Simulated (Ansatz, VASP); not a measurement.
## LiF: VASP beside Ansatz

File INCAR:

```
SYSTEM = LiF
ALGO = Normal
EDIFF = 1E-6
ENCUT = 520
GGA = CA
ISIF = 2
ISMEAR = 0
LASPH = .True.
LCHARG = .False.
LREAL = .False.
LWAVE = .False.
NBANDS = 18
NELM = 80
PREC = Accurate
SIGMA = 0.05
```

File KPOINTS:

```
k-points
0
Gamma
  9 9 6
  0 0 0
```

File POSCAR:

```
LiF
1.0
    3.0150257202      0.0000000000      0.0000000000
   -1.5075128601      2.6110888668      0.0000000000
    0.0000000000      0.0000000000      4.9515443071
Li F
2 2
Direct
    0.3333333333      0.6666666667      0.3811542600
    0.6666666667      0.3333333333      0.8811542600
    0.3333333333      0.6666666667      0.9938437400
    0.6666666667      0.3333333333      0.4938437400
```

Input for Ansatz:

```yaml
crystal:
  lattice:
    - [3.0150257202, 0.0, 0.0]
    - [-1.5075128601, 2.6110888668, 0.0]
    - [0.0, 0.0, 4.9515443071]
  atoms:
    - { symbol: Li, position: [0.3333333333, 0.6666666667, 0.38115426] }
    - { symbol: Li, position: [0.6666666667, 0.3333333333, 0.88115426] }
    - { symbol: F, position: [0.3333333333, 0.6666666667, 0.99384374] }
    - { symbol: F, position: [0.6666666667, 0.3333333333, 0.49384374] }
basis:
  ecutwfc: 420
kpoints:
  mp_grid: { grid: [9, 9, 6] }
hamiltonian:
  xc: lda
scf:
  occupations: { method: gaussian, width: 0.05 }
output:
  forces: true
  stress: true
  eigenvalues: true
```

Change from the starting cell: strain -0.015 along x and y, +0.030 along z, atoms carried along.

Alike in both runs: task single point; functional LDA; k mesh 9 × 9 × 6; occupations gaussian, width 0.05 eV; no spin polarisation.

|  | VASP | Ansatz |
| --- | --- | --- |
| version | VASP 6.6.1 | Ansatz 0.2.0 |
| potentials or method | VASP PAW LDA potentials, release 64 (Li_sv, F), cutoff 520 eV | scalar-relativistic, plane waves, PAW |
| valence electrons in the cell | 20 | 20 |

|  | VASP | Ansatz | Ansatz less VASP |
| --- | --- | --- | --- |
| gap on the k mesh at the Fermi level (eV) | 7.64 | 7.65 | +0.017 |
| least direct gap on the mesh (eV) | 7.64 | 7.65 | +0.017 |
| rms of the force components (eV/Å) | 0.084 | 0.083 | -0.0013 |

LDA's correlation is that of Perdew and Zunger in VASP and of Perdew and Wang (1992) in Ansatz. Atom by atom the forces differ by 0.001 eV/Å (rms over components).

Noted on VASP's run: the cutoff is under 1.25 times that of the potentials, so the pressure is a little rough.
